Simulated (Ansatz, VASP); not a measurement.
GaP: VASP beside Ansatz

```
Ga P
1.0
     0.00000    2.69571    2.69571
     2.69571    0.00000    2.69571
     2.69571    2.69571    0.00000
Ga P
1 1
Direct
  0.00000 0.00000 0.00000
  0.25000 0.25000 0.25000
```

Alike in both runs: functional LDA; k mesh 8 × 8 × 8; occupations gaussian, width 0.02 eV; no spin polarisation.

Ansatz relaxed the structure, and its values are those at the end. VASP's run is a single point on that final structure, the one shown.

|  | VASP | Ansatz |
| --- | --- | --- |
| version | VASP 6.6.1 | Ansatz 0.2.0 |
| potentials or method | VASP PAW LDA potentials, release 64 (Ga_d, P), cutoff 500 eV | scalar-relativistic, plane waves, PAW |
| valence electrons in the cell | 18 | 18 |

VASP gave:

```
gap on the k mesh at the Fermi level (eV) : 1.43
least direct gap on the mesh (eV)         : 1.91
pressure (GPa)                            : 0.1
```

Q: Estimate Ansatz's values.

A: gap on the k mesh at the Fermi level (eV): 1.43; least direct gap on the mesh (eV): 1.88; pressure (GPa): 0.0.

Ansatz warns that its potentials were made for another functional, while VASP's fit it. LDA's correlation is that of Perdew and Zunger in VASP and of Perdew and Wang (1992) in Ansatz.
